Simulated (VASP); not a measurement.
Here is a VASP 6.6.1 calculation.

File INCAR:

```
SYSTEM = Mo
  PREC = Accurate
  ENCUT = 520
  EDIFF = 1E-6
  ISMEAR = 1
  SIGMA = 0.1
  LREAL = .False.
  LASPH = .True.
  NELM = 80
  ALGO = Normal
  ISIF = 2
  LWAVE = .False.
  LCHARG = .True.
  LDIPOL = .True.
  IDIPOL = 3
  DIPOL = 0.5 0.5 0.500
  GGA = PE
  LELF = .True.
  LVHAR = .True.
  LVACPOTAV = .True.
  NBANDS = 73
```

KPOINTS

```
regular mesh
0
Gamma
  10 10 1
  0 0 0
```

POSCAR

```
Mo
1.0
    3.1607999700      0.0000000000      0.0000000000
    0.0000000000      3.1607999700      0.0000000000
    0.0000000000      0.0000000000     28.6431998820
Mo
9
Direct
    0.0000000000      0.0000000000      0.2857350013
    0.5000000000      0.5000000000      0.3335419598
    0.0000000000      0.0000000000      0.3903678432
    0.5000000000      0.5000000000      0.4451122421
    0.0000000000      0.0000000000      0.4999999973
    0.5000000000      0.5000000000      0.5548877688
    0.0000000000      0.0000000000      0.6096321546
    0.5000000000      0.5000000000      0.6664580397
    0.0000000000      0.0000000000      0.7142649932
```

Potentials or basis: VASP PAW PBE potentials, release 64 (Mo_sv).

Command:

```console
$ cat potpaw_PBE.64/Mo_sv/POTCAR > POTCAR
$ mpirun -np 1 vasp_std > vasp.out
```

Q: Estimate the largest force.

A: 0.020 eV/Å.

Q: What does it give for the band gap on the k mesh?

A: Zero (bands 63 and 64 overlap by 1.69 eV).

Forces in eV/Å, atoms in the order of the input:
```
Mo   0.000  0.000 -0.009
Mo   0.000  0.000 -0.020
Mo   0.000  0.000 -0.008
Mo   0.000  0.000  0.014
Mo   0.000  0.000  0.000
Mo   0.000  0.000 -0.014
Mo   0.000  0.000  0.008
Mo   0.000  0.000  0.020
Mo   0.000  0.000  0.009
```
